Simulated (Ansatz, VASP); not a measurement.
# One calculation of BaTiO3, two programs

INCAR

```
SYSTEM = BaTiO3
PREC = Accurate
ENCUT = 520
EDIFF = 1E-7
ISMEAR = -1
SIGMA = 0.05
LREAL = .False.
LASPH = .True.
NELM = 100
ALGO = Normal
ISIF = 2
LWAVE = .False.
LCHARG = .False.
GGA = CA
NBANDS = 28
```

File KPOINTS:

```
Automatic mesh
0
Gamma
  8 8 8
  0 0 0
```

Contents of POSCAR:

```
BaTiO3
1.0
    4.0206133868      0.0000000000      0.0000000000
    0.0000000000      4.0206133868      0.0000000000
    0.0000000000      0.0000000000      4.0206133868
Ba Ti O
1 1 3
Direct
    0.5000000000      0.5000000000      0.5000000000
    0.0000000000      0.0000000000      0.0000000000
    0.5000000000      0.0000000000      0.0000000000
    0.0000000000      0.5000000000      0.0000000000
    0.0000000000      0.0000000000      0.5000000000
```

Input for Ansatz:

```yaml
crystal:
  lattice:
    - [4.0206133868, 0.0, 0.0]
    - [0.0, 4.0206133868, 0.0]
    - [0.0, 0.0, 4.0206133868]
  atoms:
    - { symbol: Ba, position: [0.5, 0.5, 0.5] }
    - { symbol: Ti, position: [0.0, 0.0, 0.0] }
    - { symbol: O, position: [0.5, 0.0, 0.0] }
    - { symbol: O, position: [0.0, 0.5, 0.0] }
    - { symbol: O, position: [0.0, 0.0, 0.5] }
kpoints:
  mp_grid: { grid: [8, 8, 8] }
  band_path:
    path:
      - [0.0, 0.0, 0.0]
      - [0.0, 0.5, 0.0]
      - [0.5, 0.5, 0.0]
      - [0.0, 0.0, 0.0]
      - [0.5, 0.5, 0.5]
      - [0.0, 0.5, 0.0]
      - [0.5, 0.5, 0.5]
      - [0.5, 0.5, 0.0]
    npoints: 5
scf:
  occupations: { method: fermi_dirac, width: 0.05 }
hamiltonian:
  xc: lda
  pseudopotentials: { kind: all_electron, lapw: { basis_error: 0.001 } }
output:
  forces: true
  stress: true
  eigenvalues: true
```

Change from the starting cell: volume scaled by 1.01.

Alike in both runs: task single point; functional LDA; k mesh 8 × 8 × 8; occupations fermi-dirac, width 0.05 eV; no spin polarisation.

```csv
,VASP,Ansatz
version,VASP 6.6.1,Ansatz 0.2.0
potentials or method,"VASP PAW LDA potentials, release 64 (Ba_sv, Ti_sv, O), cutoff 520 eV","all-electron LAPW, scalar-relativistic"
```

```tsv
	VASP	Ansatz	Ansatz less VASP
pressure (GPa)	-9.0	-10.9	-1.90
```

LDA's correlation is that of Perdew and Zunger in VASP and of Perdew and Wang (1992) in Ansatz. Ansatz ran all-electron here, and VASP with PAW potentials.

Spin-orbit coupling is off throughout.
